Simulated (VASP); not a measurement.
**SiC: single point with PBE**

SiC:

```
CELL_PARAMETERS angstrom
3.09606 0.00000 0.00000
-1.54803 2.68127 0.00000
0.00000 0.00000 10.13734
ATOMIC_POSITIONS crystal
Si 0.00000 0.00000 0.18789
Si 0.00000 0.00000 0.68789
Si 0.33333 0.66667 0.43784
Si 0.66667 0.33333 0.93784
C 0.00000 0.00000 0.00046
C 0.00000 0.00000 0.50046
C 0.33333 0.66667 0.24980
C 0.66667 0.33333 0.74980
```

```yaml
Program: VASP 6.6.1
Task: single point
Functional: PBE
Potentials_or_basis: VASP PAW PBE potentials, release 64 (Si, C)
Cutoff: 520 eV
k_mesh: 10 × 10 × 3
Occupations: fermi-dirac, width 0.05 eV
Spin: no spin polarisation
Dipole_correction: no
Further_INCAR_settings: ALGO = Normal; EDIFF = 1e-06; NBANDS = 26
```

| Property | Result |
| --- | --- |
| Pressure | -0.5 GPa |
| Band gap on the k mesh | 2.22 eV, indirect (least direct gap 3.34 eV) |

Forces in eV/Å, atoms in the order of the input:
```
Si   0.000  0.000 -0.001
Si   0.000  0.000 -0.001
Si   0.000  0.000  0.001
Si   0.000  0.000  0.001
C    0.000  0.000 -0.002
C    0.000  0.000 -0.002
C    0.000  0.000  0.002
C    0.000  0.000  0.002
```

Levels at points of the mesh, in eV from the valence-band top:
```
           k point  band 12  band 13  band 14  band 15  band 16  band 17  band 18  band 19  band 20  band 21
(0.00, 0.00, 0.00)    -0.58    -0.58    -0.05     0.00     0.00     4.95     5.53     6.09     6.16     6.87
(0.50, 0.00, 0.00)    -2.36    -2.34    -2.20    -1.56    -1.12     2.22     2.34     4.17     4.64     5.22
```

It took 34 s on 1 thread of Intel(R) Xeon(R) Platinum 8375C CPU @ 2.90GHz (Ice Lake), with other jobs on the host, peak memory 0.21 GiB.

A k mesh can miss the band edges.
